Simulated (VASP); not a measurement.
The system is CsSnI3.

```
CELL_PARAMETERS angstrom
6.20570 0.00000 0.00000
0.00000 6.20570 0.00000
0.00000 0.00000 6.20570
ATOMIC_POSITIONS crystal
Cs 0.00000 0.00000 0.00000
I 0.50000 0.50000 0.00000
I 0.50000 0.00000 0.50000
I 0.00000 0.50000 0.50000
Sn 0.50000 0.50000 0.50000
```

| Item | Value |
| --- | --- |
| Program | VASP 6.6.1 |
| Task | relaxation of cell and atoms |
| Functional | PBE |
| Potentials or basis | VASP PAW PBE potentials, release 64 (Cs_sv, I, Sn_d) |
| Cutoff | 600 eV |
| k mesh | 5 × 5 × 5 |
| Occupations | fermi-dirac, width 0.05 eV |
| Spin | no spin polarisation |

At the start: pressure 0.5 GPa; volume 47.80 Å³/atom.

Problem. Where does the relaxation end?

Solution. Over 3 steps the energy falls by 2.5 meV/atom and the volume is 49.35 Å³/atom (+3.2 %); space group Pm-3m (No. 221, to 0.1 Å) before and after.

Step by step:
| step | energy change (eV) | largest force (eV/Å) | pressure (GPa) | volume (Å³) |
| --- | --- | --- | --- | --- |
| 1 | 0.0000 | 0.0000 | 0.52 | 238.99 |
| 2 | -0.0113 | 0.0000 | 0.15 | 244.44 |
| 3 | -0.0123 | 0.0000 | 0.00 | 246.73 |

Final structure:
```
Cs I Sn
1.0
     6.27200    0.00000    0.00000
     0.00000    6.27200    0.00000
     0.00000    0.00000    6.27200
Cs I Sn
1 3 1
Direct
  0.00000 0.00000 0.00000
  0.50000 0.50000 0.00000
  0.50000 0.00000 0.50000
  0.00000 0.50000 0.50000
  0.50000 0.50000 0.50000
```
